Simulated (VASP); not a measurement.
Wanted: the native input for a VASP 6.6.1 run.

* Task: single point
* Functional: LDA
* Potentials or basis: VASP PAW LDA potentials, release 64 (Cd, S)
* Cutoff: 520 eV
* k mesh: 6 × 6 × 6
* Occupations: gaussian, width 0.01 eV
* Spin: no spin polarisation
* Dipole correction: no
* Further INCAR settings: ALGO = Normal; EDIFF = 1e-07; NBANDS = 16

The structure of CdS (Hawleyite) lies in POSCAR:

```
CdS
1.0
    0.0000000000      2.9737007966      2.9737007966
    2.9737007966      0.0000000000      2.9737007966
    2.9737007966      2.9737007966      0.0000000000
Cd S
1 1
Direct
    0.0000000000      0.0000000000      0.0000000000
    0.2500000000      0.2500000000      0.2500000000
```

One way to write it, as run:

INCAR

```
SYSTEM = CdS
  PREC = Accurate
  ENCUT = 520
  EDIFF = 1E-7
  ISMEAR = 0
  SIGMA = 0.01
  LREAL = .False.
  LASPH = .True.
  NELM = 60
  ALGO = Normal
  ISIF = 2
  LWAVE = .False.
  LCHARG = .False.
  NBANDS = 16
```

KPOINTS

```
regular mesh
0
Gamma
  6 6 6
  0 0 0
```

Potentials or basis: VASP PAW LDA potentials, release 64 (Cd, S).

Run with:

```bash
$ cat potpaw_LDA.64/Cd/POTCAR potpaw_LDA.64/S/POTCAR > POTCAR
$ mpirun -np 1 vasp_std > vasp.out
```

It gave:

The pressure is -4.9 GPa and the band gap on the k mesh is 0.76 eV, direct.

It took 7.5 s on 1 thread of AMD EPYC 9R45 96-Core Processor (Zen 5), with other jobs on the host, peak memory 0.13 GiB.
